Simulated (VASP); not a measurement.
# AlN: single point with SVWN5

The system is AlN.

```
CELL_PARAMETERS angstrom
0.00000 2.22683 2.22683
2.22683 0.00000 2.22683
2.22683 2.22683 0.00000
ATOMIC_POSITIONS crystal
Al 0.00000 0.00000 0.00000
N 0.25000 0.25000 0.25000
```

- Program: VASP 6.6.1
- Task: single point
- Functional: SVWN5
- Potentials or basis: VASP PAW PBE potentials, release 64 (Al, N)
- Cutoff: 520 eV
- k mesh: 10 × 10 × 10
- Occupations: fermi-dirac, width 0.05 eV
- Spin: no spin polarisation

```
Pressure               : -13.3 GPa
Band gap on the k mesh : 3.20 eV, indirect (least direct gap 3.72 eV)
```

Levels at points of the mesh, in eV from the valence-band top:
| k point | band 1 | band 2 | band 3 | band 4 | band 5 | band 6 | band 7 | band 8 | band 9 |
| --- | --- | --- | --- | --- | --- | --- | --- | --- | --- |
| (0.00, 0.00, 0.00) | -14.50 | 0.00 | 0.00 | 0.00 | 3.72 | 11.80 | 11.80 | 11.80 | 17.13 |
| (0.50, 0.00, 0.00) | -12.55 | -5.67 | -0.48 | -0.48 | 6.75 | 9.37 | 10.63 | 10.63 | 17.00 |
| (0.50, 0.50, 0.00) | -11.95 | -4.78 | -1.73 | -1.73 | 3.20 | 8.07 | 13.00 | 14.80 | 14.80 |

Wall time 7 s on 1 thread of Intel Xeon 6975P-C, on a shared host, peak memory 0.13 GiB.

Caveat: the PAW data sets were made with another functional, which shifts forces and pressure a little. A k mesh can miss the band edges.
